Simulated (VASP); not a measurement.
Pb: single point with PBEsol

Pb:

```
Pb
1.0
    -1.97966    1.97966    1.97966
     1.97966   -1.97966    1.97966
     1.97966    1.97966   -1.97966
Pb
1
Cartesian
  -0.0205 -0.0089 0.0390
```

This cell differs from its parent crystal: one atom moved.

```json
{"Program": "VASP 6.6.1", "Task": "single point", "Functional": "PBEsol", "Potentials or basis": "VASP PAW PBE potentials, release 64 (Pb_d)", "Cutoff": "520 eV", "k mesh": "14 × 14 × 14", "Occupations": "gaussian, width 0.1 eV", "Spin": "no spin polarisation", "Dipole correction": "no", "Further INCAR settings": "ALGO = Normal; EDIFF = 1e-06; NBANDS = 13"}
```

| Property | Result |
| --- | --- |
| Pressure | -1.7 GPa |
| Band gap on the k mesh | zero (band 7 reaches 14.28 eV, above the bottom of band 8 at 4.86 eV) |

Levels at points of the mesh, in eV from the Fermi level:
| k point | band 3 | band 4 | band 5 | band 6 | band 7 | band 8 | band 9 | band 10 | band 11 | band 12 |
| --- | --- | --- | --- | --- | --- | --- | --- | --- | --- | --- |
| (0.00, 0.00, 0.00) | -16.97 | -16.74 | -16.74 | -11.55 | 7.50 | 7.50 | 7.50 | 11.14 | 11.14 | 11.14 |
| (0.50, 0.00, 0.00) | -16.75 | -16.75 | -16.60 | -7.82 | -3.89 | 3.45 | 5.14 | 7.49 | 8.91 | 13.85 |
| (0.50, 0.50, 0.50) | -16.63 | -16.63 | -16.63 | -5.20 | -0.29 | -0.29 | -0.29 | 4.61 | 4.61 | 16.47 |

Run time: 51 s on 1 thread of Intel Xeon 8259CL, with other jobs on the host, peak memory 0.18 GiB.

Caveat: the cell differs from its parent crystal (one atom moved); the PAW data sets were made with another functional, which shifts forces and pressure a little; spin-orbit coupling is left out, which moves the levels of the heavy elements.
